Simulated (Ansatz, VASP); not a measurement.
## Two plane-wave programs on PbSe

```xyz
2
Lattice="0.0000 2.9652 3.1138 2.9652 0.0000 3.1138 2.9652 2.9652 0.0000" Properties=species:S:1:pos:R:3 pbc="T T T"
Pb    0.0000    0.0000    0.0000
Se    2.9652    2.9652    3.1138
```

Change from the starting cell: epitaxial_xy strain -4.0%.

Alike in both runs: task single point; functional r2SCAN; k mesh 8 × 8 × 8; occupations fermi-dirac, width 0.02 eV; non-collinear spin, spin-orbit coupling.

|  | VASP | Ansatz |
| --- | --- | --- |
| version | VASP 6.6.1 | Ansatz 0.2.0 |
| potentials or method | VASP PAW PBE potentials, release 64 (Pb_d, Se) | plane waves, PAW |
| plane-wave cutoff (eV) | 520 | 500 |
| valence electrons in the cell | 20 | 30 |

Ansatz gave:

* pressure (GPa): 4.2
* traceless stress, the component that is largest in VASP (GPa): -4.42

Q: Estimate VASP's values.

A: Pressure (GPa): 4.4; traceless stress, the component that is largest in VASP (GPa): -4.52.

VASP's potentials were made for PBE, not for r2SCAN. VASP's potentials hold 20 valence electrons a cell and Ansatz's 30, so a difference there can come from the potentials and not from the codes.
